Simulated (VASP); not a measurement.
Wanted: the native input for a VASP 6.6.1 run.

```yaml
Task: relaxation of cell and atoms
Functional: r2SCAN
Potentials_or_basis: VASP PAW PBE potentials, release 64 (Be)
Cutoff: 600 eV
k_mesh: 9 × 9 × 4
Occupations: gaussian, width 0.1 eV
Spin: no spin polarisation
Dipole_correction: no
Further_INCAR_settings: ALGO = Normal; EDIFF = 1e-06; IBRION = 2; EDIFFG = -0.04; NSW = 90; ISIF = 3
```

Crystal: Be.

```xyz
4
Lattice="2.4392 0.0000 0.0000 -1.2196 2.1124 0.0000 0.0000 0.0000 6.6432" Properties=species:S:1:pos:R:3 pbc="T T T"
Be    0.0000    0.0000    1.6608
Be    0.0000    0.0000    4.9824
Be    0.0000    1.4082    4.9824
Be    1.2196    0.7041    1.6608
```

The input as run:

POSCAR

```
Be
1.0
    2.4391571322      0.0000000000      0.0000000000
   -1.2195785661      2.1123720403      0.0000000000
    0.0000000000      0.0000000000      6.6432328396
Be
4
Direct
    0.0000000000      0.0000000000      0.2500000000
    0.0000000000      0.0000000000      0.7500000000
    0.3333333333      0.6666666667      0.7500000000
    0.6666666667      0.3333333333      0.2500000000
```

INCAR.step1

```
SYSTEM = Be
PREC = Accurate
ENCUT = 600
ISMEAR = 0
SIGMA = 0.1
LREAL = .False.
LASPH = .True.
NELM = 100
GGA = PE
ALGO = Normal
EDIFF = 1E-4
LWAVE = .True.
LCHARG = .False.
```

INCAR.step2

```
SYSTEM = Be
PREC = Accurate
ENCUT = 600
EDIFF = 1E-6
ISMEAR = 0
SIGMA = 0.1
LREAL = .False.
LASPH = .True.
NELM = 100
ALGO = Normal
ISIF = 3
LWAVE = .False.
LCHARG = .False.
METAGGA = R2SCAN
LMIXTAU = .True.
IBRION = 2
NSW = 90
EDIFFG = -0.04
ISTART = 1
```

KPOINTS

```
Automatic mesh
0
Gamma
  9 9 4
  0 0 0
```

Potentials or basis: VASP PAW PBE potentials, release 64 (Be).

Launch:

```console
$ cat potpaw_PBE.64/Be/POTCAR > POTCAR
$ cp INCAR.step1 INCAR
$ mpirun -np 1 vasp_std > vasp.out
$ cp INCAR.step2 INCAR
$ mpirun -np 1 vasp_std > vasp.out
```

Results of the run:

* Relaxed volume: 10.45 Å³/atom
* Relaxed cell: a = 3.632 Å, b = 3.632 Å, c = 3.660 Å, α = 90.00°, β = 90.00°, γ = 120.00°
* Space group after relaxing (to 0.1 Å): P6_3/mmc (No. 194)
* Energy gained by relaxing: 5064.8 meV/atom
* Ionic steps: 13
* Pressure after relaxing: -0.2 GPa
* Band gap on the k mesh: zero (bands 4 and 5 overlap by 5.18 eV)

Caveat: the volume moved by over 15 % at a fixed basis, so the end points are rough; the PAW data sets were made with another functional, which shifts forces and pressure a little.

Wall time 4.3 min on 1 thread of Intel(R) Xeon(R) 6975P-C (Granite Rapids), on a shared host, peak memory 0.15 GiB.
